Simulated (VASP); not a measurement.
Input of a VASP 6.6.1 run:

File POSCAR:

```
Au
1.0
    0.0000000000      2.7470280705      2.7470280705
    2.7470280705      0.0000000000      2.7470280705
    2.7470280705      2.7470280705      0.0000000000
Au
2
Direct
    0.5000000000      0.5000000000      0.5000000000
    0.7500000000      0.7500000000      0.7500000000
```

File INCAR.step1:

```
ALGO = Normal
EDIFF = 1E-4
ENCUT = 600
GGA = PE
ISMEAR = 0
LASPH = T
LCHARG = F
LREAL = F
LWAVE = T
NELM = 80
PREC = Accurate
SIGMA = 0.1
```

The input INCAR.step2:

```
ALGO = Normal
EDIFF = 1E-7
EDIFFG = -0.04
ENCUT = 600
IBRION = 2
ISIF = 3
ISMEAR = 0
ISTART = 1
LASPH = T
LCHARG = F
LMIXTAU = T
LREAL = F
LWAVE = F
METAGGA = R2SCAN
NELM = 80
NSW = 90
PREC = Accurate
SIGMA = 0.1
```

The input KPOINTS:

```
k-points
0
Gamma
  6 6 6
```

Potentials or basis: VASP PAW PBE potentials, release 64 (Au).

The run is started by

```sh
$ cat potpaw_PBE.64/Au/POTCAR > POTCAR
$ cp INCAR.step1 INCAR
$ mpirun -np 1 vasp_std > vasp.out
$ cp INCAR.step2 INCAR
$ mpirun -np 1 vasp_std > vasp.out
```

Problem. Estimate the space group after relaxing (to 0.1 Å).

Solution. Fd-3m (No. 227).

Problem. Predict the band gap on the k mesh.

Solution. Zero (bands 11 and 12 overlap by 0.69 eV).

Final structure:
```cif
data_structure
_symmetry_space_group_name_H-M 'P 1'
_symmetry_Int_Tables_number 1
_cell_length_a 4.3043
_cell_length_b 4.3043
_cell_length_c 4.3043
_cell_angle_alpha 60.000
_cell_angle_beta 60.000
_cell_angle_gamma 60.000
_cell_volume 56.39
loop_
_atom_site_label
_atom_site_type_symbol
_atom_site_fract_x
_atom_site_fract_y
_atom_site_fract_z
_atom_site_occupancy
Au1 Au 0.50000 0.50000 0.50000 1
Au2 Au 0.75000 0.75000 0.75000 1
```

Caveat: spin-orbit coupling is left out, which moves the levels of the heavy elements.
